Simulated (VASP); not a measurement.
# IrO2 (d3) (P4_2/mnm) in VASP: a series of runs

IrO2 (d3) is run at these levels: PBE+D3(BJ); tasks: single point, relaxation of cell and atoms.

Everything below comes from runs of VASP 6.6.1. Logs are shortened: lines on timing, memory, paths and dates and some standing lists are left out, and cuts for length are marked.

**1. The cell of the first run**

The structure is tetragonal, space group P4_2/mnm (No. 136). Conventional cell: a = 4.503 Å, b = 4.503 Å, c = 3.172 Å, α = 90.00°, β = 90.00°, γ = 90.00°. Ir (site symmetry mmm) has 6 O at 1.96 to 2.00 Å within 2.6 Å. O (site symmetry m2m) has 3 Ir at 1.96 to 2.00 Å and 1 O at 2.44 Å within 2.6 Å.

**2. Single point, PBE+D3(BJ)**

File INCAR:

```
  PREC = Accurate
  ENCUT = 600
  EDIFF = 1E-6
  ISMEAR = 0
  SIGMA = 0.1
  LREAL = F
  LASPH = T
  NELM = 120
  ALGO = Normal
  ISIF = 2
  LWAVE = F
  LCHARG = F
  GGA = PE
  IVDW = 12
  NBANDS = 30
  GGA_COMPAT = F
```

File KPOINTS:

```
Automatic mesh
0
Gamma
  8 8 12
```

File POSCAR:

```
IrO2
1.0
    4.5028305750      0.0000000000      0.0000000000
    0.0000000000      4.5028305750      0.0000000000
    0.0000000000      0.0000000000      3.1721407595
Ir O
2 4
Direct
    0.0000000000      0.0000000000      0.0000000000
    0.5000000000      0.5000000000      0.5000000000
    0.3085190921      0.3085190921      0.0000000000
    0.1914809079      0.8085190921      0.5000000000
    0.6914809079      0.6914809079      0.0000000000
    0.8085190921      0.1914809079      0.5000000000
```

Potentials or basis: VASP PAW PBE potentials, release 64 (Ir, O).

On the command line:

```console
$ cat potpaw_PBE.64/Ir/POTCAR potpaw_PBE.64/O/POTCAR > POTCAR
$ mpirun -np 1 vasp_std > vasp.out
```

OUTCAR:

```text
PREC = Accurate
   ENCUT = 600
   EDIFF = 1E-6
   ISMEAR = 0
   LREAL = F
   LASPH = T
   NELM = 120
   ISIF = 2
   GGA = PE
   IVDW = 12
 IVDW          = 12

 ion  position               nearest neighbor table
   1  0.000  0.000  0.000-   3 1.96   5 1.96   4 2.00   6 2.00   4 2.00   6 2.00
   2  0.500  0.500  0.500-   4 1.96   6 1.96   5 2.00   3 2.00   3 2.00   5 2.00
   3  0.309  0.309  0.000-   1 1.96   2 2.00   2 2.00
   4  0.191  0.809  0.500-   2 1.96   1 2.00   1 2.00
   5  0.691  0.691  0.000-   1 1.96   2 2.00   2 2.00
   6  0.809  0.191  0.500-   2 1.96   1 2.00   1 2.00

  LATTYP: Found a simple tetragonal cell.
 ALAT       =     4.5028305750
 C/A-ratio  =     0.7044770410

  Lattice vectors:

 A1 = (   4.5028305750,   0.0000000000,   0.0000000000)
 A2 = (   0.0000000000,   4.5028305750,   0.0000000000)
 A3 = (   0.0000000000,   0.0000000000,   3.1721407595)

Analysis of symmetry for initial positions (statically):
=====================================================================
 Subroutine PRICEL returns:
 Original cell was already a primitive cell.

 Routine SETGRP: Setting up the symmetry group for a
 simple tetragonal supercell.

 Subroutine GETGRP returns: Found 16 space group operations
 (whereof  8 operations were pure point group operations)
 out of a pool of 16 trial point group operations.

The static configuration has the point symmetry D_2h.
 The point group associated with its full space group is D_4h.

Analysis of symmetry for dynamics (positions and initial velocities):
=====================================================================
 Subroutine PRICEL returns:
 Original cell was already a primitive cell.

 Routine SETGRP: Setting up the symmetry group for a
 simple tetragonal supercell.

 Subroutine GETGRP returns: Found 16 space group operations
 (whereof  8 operations were pure point group operations)
 out of a pool of 16 trial point group operations.

The dynamic configuration has the point symmetry D_2h.
 The point group associated with its full space group is D_4h.

 Subroutine INISYM returns: Found 16 space group operations
 (whereof  8 operations are pure point group operations),
 and found     1 'primitive' translations

----------------------------------------------------------------------------------------

                                     Primitive cell

  volume of cell :      64.3167

  direct lattice vectors                    reciprocal lattice vectors
     4.502830575  0.000000000  0.000000000     0.222082529  0.000000000  0.000000000
     0.000000000  4.502830575  0.000000000     0.000000000  0.222082529  0.000000000
[... 100 lines left out ...]
   ISYM   =      2    0-nonsym 1-usesym 2-fastsym
   POTIM  = 0.5000    time-step for ionic-motion
   TEBEG  =    0.0;   TEEND  =   0.0 temperature during run
   PSTRESS=    0.0 pullay stress
   NELECT =      42.0000    total number of electrons
   NUPDOWN=      -1.0000    fix difference up-down
   EMIN   =  10.00;   EMAX   =-10.00  energy-range for DOS
   EFERMI =   0.00;   METHOD = LEGACY
   ISMEAR =     0;   SIGMA  =   0.10  broadening in eV -4-tet -1-fermi 0-gaus
   EFERMI_NEDOS =   21; number of points for ismear=-14 and -15
   IALGO  =     38    algorithm
   IMIX   =      4    mixing-type and parameters
     AMIX     =   0.40;   BMIX     =  1.00
     AMIX_MAG =   1.60;   BMIX_MAG =  1.00
  volume/ion in A,a.u.               =      10.72        72.34
  Fermi-wavevector in a.u.,A,eV,Ry     =   1.420311  2.683998 27.446796  2.017283
  Thomas-Fermi vector in A             =   2.541239
   LORBIT       =      0    0 simple, 1 ext, 2 COOP (PROOUT), +10 PAW based schemes
   GGA     = PE    functional components
   LHFCALC =     F    Hartree Fock is set to
   AEXX    =    0.0000 exact exchange contribution
   IVDW    =    12    specifies the selected vdW correction
   LEPSILON=     F    determine dielectric tensor
   LRPA    =     F    only Hartree local field effects (RPA)
 non-spin polarized calculation
 Gauss-broadening in eV      SIGMA  =   0.10
  energy-cutoff  :      600.00
  volume of cell :       64.32
 maximum number of plane-waves:      2200
 NGX is ok and might be reduce to    36
   NGX = 17   NGY = 17   NGZ = 13

 number of electron      41.9999995 magnetization

 Free energy of the ion-electron system (eV)
  ---------------------------------------------------
  ext. energy  EPLUGINS =         0.00000000
  ---------------------------------------------------
  free energy    TOTEN  =       -42.25536471 eV

  energy without entropy =      -42.24266874  energy(sigma->0) =      -42.24901672

 E-fermi :   6.1273     XC(G=0): -11.9812

 val. band max:        6.1236273820   @ k =   0.3750   0.3750   0.1667
 cond. band min:       6.1323212966   @ k =   0.2500   0.0000   0.3333
 fundamental gap:      0.0086939145
 Fermi energy:         6.1273293425

 k-point     1 :       0.0000    0.0000    0.0000
  band No.  band energies     occupation
      1     -15.0532      2.00000
      2     -13.8588      2.00000
      3     -12.7937      2.00000
      4     -12.7937      2.00000
      5      -3.6574      2.00000
      6      -3.4207      2.00000
[... 781 lines left out ...]
     29      16.2324      0.00000
     30      16.2324      0.00000

 [... further k-points ...]

------------------------ aborting loop because EDIFF is reached ----------------------------------------

 Edisp (eV)   -1.48025

 E8    (eV) :    -0.5777

  FORCE on cell =-STRESS in cart. coord.  units (eV):
  Direction    XX          YY          ZZ          XY          YZ          ZX
  --------------------------------------------------------------------------------------
  -------------------------------------------------------------------------------------
  Total       0.78650     0.78650     1.12367     0.00000     0.00000     0.00000
  in kB      19.59231    19.59231    27.99157     0.00000     0.00000     0.00000
  external pressure =       22.39 kB  Pullay stress =        0.00 kB

 VOLUME and BASIS-vectors are now :
 -----------------------------------------------------------------------------
  energy-cutoff  :      600.00
  volume of cell :       64.32
      direct lattice vectors                 reciprocal lattice vectors
     4.502830575  0.000000000  0.000000000     0.222082529  0.000000000  0.000000000
     0.000000000  4.502830575  0.000000000     0.000000000  0.222082529  0.000000000
     0.000000000  0.000000000  3.172140759     0.000000000  0.000000000  0.315244523

 POSITION                                       TOTAL-FORCE (eV/Angst)
 -----------------------------------------------------------------------------------
      0.00000      0.00000      0.00000        -0.000000     -0.000000      0.000000
      2.25142      2.25142      1.58607        -0.000000     -0.000000      0.000000
      1.38921      1.38921      0.00000        -0.000902     -0.000902     -0.000000
      0.86221      3.64062      1.58607         0.000902     -0.000902     -0.000000
      3.11362      3.11362      0.00000         0.000902      0.000902      0.000000
      3.64062      0.86221      1.58607        -0.000902      0.000902      0.000000
 -----------------------------------------------------------------------------------
    total drift:                               -0.000000      0.000000     -0.000000

  FREE ENERGIE OF THE ION-ELECTRON SYSTEM (eV)
  ---------------------------------------------------
  free  energy   TOTEN  =       -43.7356176192 eV

  energy  without entropy=      -43.7229216479  energy(sigma->0) =      -43.72926963
```

stdout:

```text
POSCAR found type information on POSCAR IrO
 POSCAR found :  2 types and       6 ions
 scaLAPACK will be used
 LDA part: xc-table for (Slater+PW92), standard interpolation
 POSCAR, INCAR and KPOINTS ok, starting setup
 FFT: planning ... GRIDC
 FFT: planning ... GRID_SOFT
 FFT: planning ... GRID
 WAVECAR not read
 entering main loop
```

Run time: 3 min. Hardware: 1 thread of Intel Xeon Platinum 8259CL at 2.50GHz (Skylake/Cascade Lake), shared host; peak memory 0.34 GiB.

What came out:

- Free energy: -43.7356 eV
- Pressure: 2.2 GPa
- Band gap on the k mesh: zero (band 21 reaches 6.65 eV, above the bottom of band 22 at 5.33 eV)
- Dispersion energy per atom: -0.247 eV

Stress tensor (GPa, compression positive):
```
1.96 0.00 0.00
0.00 1.96 0.00
0.00 0.00 2.80
```

Caveat: spin-orbit coupling is left out, which moves the levels of the heavy elements; pairwise dispersion overbinds metals, which lowers pressure and volume.

**3. Relaxation of cell and atoms, PBE+D3(BJ)**

This run uses another cell than the first one, of 10.68 Å³/atom, 0.997 times its volume.

File INCAR:

```
SYSTEM = IrO2
ALGO     = Normal         ! electronic algorithm
EDIFF    = 1E-7           ! SCF threshold, eV
EDIFFG   = -0.002         ! ionic threshold
ENCUT    = 600            ! plane-wave cutoff, eV
GGA      = PE             ! functional
GGA_COMPAT= .FALSE.      
IBRION   = 2              ! ionic algorithm
ISIF     = 3              ! what is computed and relaxed
ISMEAR   = 0              ! smearing method
IVDW     = 12             ! dispersion correction
LASPH    = .TRUE.         ! aspherical terms in the spheres
LCHARG   = .FALSE.        ! write CHGCAR
LREAL    = .FALSE.        ! projectors in reciprocal space
LWAVE    = .FALSE.        ! write WAVECAR
NELM     = 120            ! most SCF steps
NELMIN   = 4            
NSW      = 100            ! ionic steps
PREC     = Accurate       ! precision mode
SIGMA    = 0.1            ! smearing width, eV
```

File KPOINTS:

```
k-points
0
G
  8 8 12
  0 0 0
```

File POSCAR:

```
IrO2
1.0
    4.5051000000      0.0000000000      0.0000000000
    0.0000000000      4.5051000000      0.0000000000
    0.0000000000      0.0000000000      3.1586000000
Ir O
2 4
Direct
    0.0000000000      0.0000000000      0.0000000000
    0.5000000000      0.5000000000      0.5000000000
    0.3077000000      0.3077000000      0.0000000000
    0.1923000000      0.8077000000      0.5000000000
    0.6923000000      0.6923000000      0.0000000000
    0.8077000000      0.1923000000      0.5000000000
```

Potentials or basis: VASP PAW PBE potentials, release 64 (Ir, O).

On the command line:

```console
$ cat potpaw_PBE.64/Ir/POTCAR potpaw_PBE.64/O/POTCAR > POTCAR
$ mpirun -np 1 vasp_std > vasp.out
```

It took 11 min on 1 thread of Intel Xeon Platinum 8259CL at 2.50GHz (Skylake/Cascade Lake), shared host; peak memory 0.33 GiB.

It converged, with:

```yaml
Free_energy: -43.7386 eV
Relaxed_volume: 10.80 Å³/atom
Relaxed_cell: a = 4.513 Å, b = 4.513 Å, c = 3.181 Å, α = 90.00°, β = 90.00°, γ = 90.00°
Space_group_after_relaxing_to_0.05_Å: P4_2/mnm (No. 136)
Energy_gained_by_relaxing: 1.7 meV/atom
Ionic_steps: 7
Pressure_after_relaxing: 0.0 GPa
Band_gap_on_the_k_mesh: zero (band 21 reaches 6.53 eV, above the bottom of band 22 at 5.23 eV)
Dispersion_energy_per_atom: -0.245 eV
```

Step by step:
```
step  energy change (eV)  largest force (eV/Å)  pressure (GPa)  volume (Å³)
   1              0.0000                0.0887            3.48        64.11
   2              0.0200                0.0933           -6.21        66.28
   3             -0.0091                0.0917           -0.17        64.88
   4             -0.0098                0.0212           -0.09        64.86
   5             -0.0098                0.0123           -0.10        64.86
   6             -0.0100                0.0016            0.03        64.80
   7             -0.0100                0.0002            0.01        64.81
```

Final structure:
```
CELL_PARAMETERS angstrom
4.51349 0.00000 0.00000
0.00000 4.51349 0.00000
0.00000 0.00000 3.18131
ATOMIC_POSITIONS crystal
Ir 0.00000 0.00000 0.00000
Ir 0.50000 0.50000 0.50000
O 0.30861 0.30861 0.00000
O 0.19139 0.80861 0.50000
O 0.69139 0.69139 0.00000
O 0.80861 0.19139 0.50000
```

Levels at points of the mesh, in eV from the Fermi level:
```csv
k point,band 19,band 20,band 21,band 22,band 23,band 24
"(0.00, 0.00, 0.00)",-2.32,-2.25,-2.16,0.71,1.21,4.09
"(0.50, 0.00, 0.00)",-1.29,-1.29,-0.30,-0.30,3.52,3.52
"(0.50, 0.50, 0.00)",-2.36,-2.36,0.19,0.19,2.43,2.43
"(0.00, 0.00, 0.50)",-0.68,-0.68,0.25,0.25,2.20,2.20
"(0.50, 0.00, 0.50)",-1.78,-1.78,0.52,0.52,1.06,1.06
"(0.50, 0.50, 0.50)",-1.19,-1.19,-0.47,-0.47,2.15,2.15
```

Caveat: spin-orbit coupling is left out, which moves the levels of the heavy elements; pairwise dispersion overbinds metals, which lowers pressure and volume.

**4. Single point, PBE+D3(BJ)**

This run uses another cell than the first one, of 10.68 Å³/atom, 0.997 times its volume.

File INCAR:

```
PREC     = Accurate       # precision mode
ENCUT    = 600            # plane-wave cutoff, eV
EDIFF    = 1E-6           # SCF threshold, eV
ISMEAR   = 0              # smearing method
SIGMA    = 0.1            # smearing width, eV
LREAL    = F              # projectors in reciprocal space
LASPH    = T              # aspherical terms in the spheres
NELM     = 120            # most SCF steps
ALGO     = Normal         # electronic algorithm
ISIF     = 2              # what is computed and relaxed
LWAVE    = F              # write WAVECAR
LCHARG   = T              # write CHGCAR
GGA      = PE             # functional
IVDW     = 12             # dispersion correction
LELF     = T              # ELF
LVHAR    = T            
NBANDS   = 30             # bands
GGA_COMPAT= F
```

File KPOINTS:

```
Automatic mesh
0
Gamma
  4 4 6
```

POSCAR is that of step 3.

On the command line:

```console
$ cat potpaw_PBE.64/Ir/POTCAR potpaw_PBE.64/O/POTCAR > POTCAR
$ mpirun -np 1 vasp_std > vasp.out
```

Wall time 50 s (1 thread of Intel Xeon Platinum 8259CL at 2.50GHz (Skylake/Cascade Lake), shared host); peak memory 0.22 GiB.

Results (log left out):

| Property | Result |
| --- | --- |
| Free energy | -43.7232 eV |
| Pressure | 3.5 GPa |
| Largest force | 0.107 eV/Å |
| Band gap on the k mesh | zero (band 21 reaches 6.70 eV, above the bottom of band 22 at 5.38 eV) |
| Dispersion energy per atom | -0.248 eV |

Forces on the atoms (eV/Å):
```
Ir   0.000  0.000  0.000
Ir   0.000  0.000  0.000
O    0.076  0.076  0.000
O   -0.076  0.076  0.000
O   -0.076 -0.076  0.000
O    0.076 -0.076  0.000
```

Stress tensor (GPa, compression positive):
```
2.70 0.00 0.00
0.00 2.70 0.00
0.00 0.00 5.07
```

Levels at points of the mesh, in eV from the Fermi level:
```tsv
k point	band 17	band 18	band 19	band 20	band 21	band 22	band 23	band 24	band 25	band 26
(0.00, 0.00, 0.00)	-2.40	-2.40	-2.33	-2.27	-2.20	0.78	1.27	4.16	4.16	4.25
(0.50, 0.00, 0.00)	-1.63	-1.63	-1.25	-1.25	-0.26	-0.26	3.57	3.57	3.64	3.64
(0.50, 0.50, 0.00)	-2.49	-2.49	-2.36	-2.36	0.24	0.24	2.53	2.53	4.15	4.15
(0.00, 0.00, 0.50)	-1.84	-1.84	-0.66	-0.66	0.27	0.27	2.33	2.33	2.80	2.80
(0.50, 0.00, 0.50)	-2.73	-2.73	-1.74	-1.74	0.55	0.55	1.17	1.17	4.61	4.61
(0.50, 0.50, 0.50)	-1.76	-1.76	-1.18	-1.18	-0.48	-0.48	2.28	2.28	3.28	3.28
```

Caveat: spin-orbit coupling is left out, which moves the levels of the heavy elements; pairwise dispersion overbinds metals, which lowers pressure and volume.

**5. Summary**

```csv
task,cell,k mesh,gap on the mesh (eV),pressure (GPa)
single point,"a = 4.503, b = 4.503, c = 3.172 Å, 6 atoms",8 × 8 × 12,none,2.2
relaxation of cell and atoms,"relaxed from a = 4.505, b = 4.505, c = 3.159 Å, 6 atoms",8 × 8 × 12,none,0.0
single point,"a = 4.505, b = 4.505, c = 3.159 Å, 6 atoms",4 × 4 × 6,none,3.5
```

Alike in all rows: level PBE+D3(BJ); potentials or basis VASP PAW PBE potentials, release 64 (Ir, O); no spin polarisation; cutoff (eV) 600; smearing gaussian 0.1 eV.

Caveats: spin-orbit coupling is left out, which moves the levels of the heavy elements; pairwise dispersion overbinds metals, which lowers pressure and volume.

Absolute energies hang on the potentials; compare differences alone.
